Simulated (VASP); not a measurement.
Set up this calculation in VASP 6.6.1, as the native input.

```
Task                   : single point
Functional             : LDA
Potentials or basis    : VASP PAW LDA potentials, release 64 (Au)
Cutoff                 : 520 eV
k mesh                 : 11 × 11 × 11
Occupations            : fermi-dirac, width 0.05 eV
Spin                   : no spin polarisation
Dipole correction      : no
Further INCAR settings : ALGO = Normal; EDIFF = 1e-06; NBANDS = 12
```

The structure of Au lies in POSCAR:

```
Au
1.0
   -1.6682446112      1.6682446112      1.6682446112
    1.6682446112     -1.6682446112      1.6682446112
    1.6682446112      1.6682446112     -1.6682446112
Au
1
Direct
    0.0000000000      0.0000000000      0.0000000000
```

The input as run:

INCAR

```
PREC     = Accurate       # precision mode
ENCUT    = 520            # plane-wave cutoff, eV
EDIFF    = 1E-6           # SCF threshold, eV
ISMEAR   = -1             # smearing method
SIGMA    = 0.05           # smearing width, eV
LREAL    = F              # projectors in reciprocal space
LASPH    = T              # aspherical terms in the spheres
NELM     = 100            # most SCF steps
ALGO     = Normal         # electronic algorithm
ISIF     = 2              # what is computed and relaxed
LWAVE    = F              # write WAVECAR
LCHARG   = F              # write CHGCAR
GGA      = CA             # functional
NBANDS   = 12             # bands
```

KPOINTS

```
Automatic mesh
0
Gamma
  11 11 11
```

Potentials or basis: VASP PAW LDA potentials, release 64 (Au).

The run is started by

```sh
$ cat potpaw_LDA.64/Au/POTCAR > POTCAR
$ mpirun -np 1 vasp_std > vasp.out
```

Results of the run:

The pressure is -14.7 GPa.

Run time: 8.5 s on 1 thread of Intel(R) Xeon(R) Platinum 8259CL CPU @ 2.50GHz (Skylake/Cascade Lake), with other jobs on the host, peak memory 0.13 GiB.
